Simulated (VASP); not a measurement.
Runs of VASP 6.6.1 on Fe3Ge. It takes space group Pm-3m (No. 221, cubic). The conventional cell has a = 3.661 Å, b = 3.661 Å, c = 3.661 Å, α = 90.00°, β = 90.00°, γ = 90.00°. Within 3.4 Å of Fe (site symmetry 4/mmm) lie 8 Fe at 2.59 Å and 4 Ge at 2.59 Å. Within 3.4 Å of Ge (site symmetry m-3m) lie 12 Fe at 2.59 Å. 

```tsv
spin	fixed moment (μB)	pressure (GPa)	moment (μB)
collinear, ferromagnetic start	-	-11.2	(b)
collinear, ferromagnetic start	7.5	(a)	7.50
collinear, zero start	0.0	-24.5	0.00
collinear, ferromagnetic start	5.62	-14.6	5.62
```

Alike in all rows: task single point; level PBEsol; potentials or basis VASP PAW PBE potentials, release 64 (Fe, Ge_d); cell as given; k mesh 12 × 12 × 12; cutoff (eV) 520; smearing gaussian 0.1 eV.

Question: Fill in the values left out.

Answer: (a) -5.7; (b) 6.46.

Caveats: the cell stands under tension; the PAW data sets were made with another functional, which shifts forces and pressure a little; the total moment is fixed, so each spin has its own Fermi level (at least some runs).
